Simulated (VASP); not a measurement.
Input of a VASP 6.6.1 run:

File INCAR:

```
SYSTEM = I
PREC = Accurate
ENCUT = 520
EDIFF = 1E-6
ISMEAR = -1
SIGMA = 0.05
LREAL = .False.
LASPH = .True.
NELM = 100
ALGO = Normal
ISIF = 2
LWAVE = .False.
LCHARG = .True.
GGA = PS
LELF = .True.
LVHAR = .True.
NBANDS = 14
```

The input KPOINTS:

```
Automatic mesh
0
Gamma
  8 8 5
  0 0 0
```

File POSCAR:

```
I
1.0
    3.0573657641      0.0000000000      0.0000000000
   -1.5286828821      2.6477564204      0.0000000000
    0.0000000000      0.0000000000      6.1195247297
I
2
Direct
    0.3333333333      0.6666666667      0.2500000000
    0.6666666667      0.3333333333      0.7500000000
```

Potentials or basis: VASP PAW PBE potentials, release 64 (I).

The run is started by

```bash
$ cat potpaw_PBE.64/I/POTCAR > POTCAR
$ mpirun -np 1 vasp_std > vasp.out
```

**Question.** What does it give for the pressure?

**Answer.** 20.0 GPa.

**Question.** Predict the band gap on the k mesh.

**Answer.** Zero (bands 7 and 8 overlap by 4.78 eV).

Stress tensor (GPa, compression positive):
```
19.96  0.00  0.00
 0.00 19.96  0.00
 0.00  0.00 20.12
```

Caveat: the cell stands under pressure; the PAW data sets were made with another functional, which shifts forces and pressure a little; spin-orbit coupling is left out, which moves the levels of the heavy elements; this functional lacks dispersion, which binds layers or chains, so the pressure and a relaxed spacing across them are unreliable.
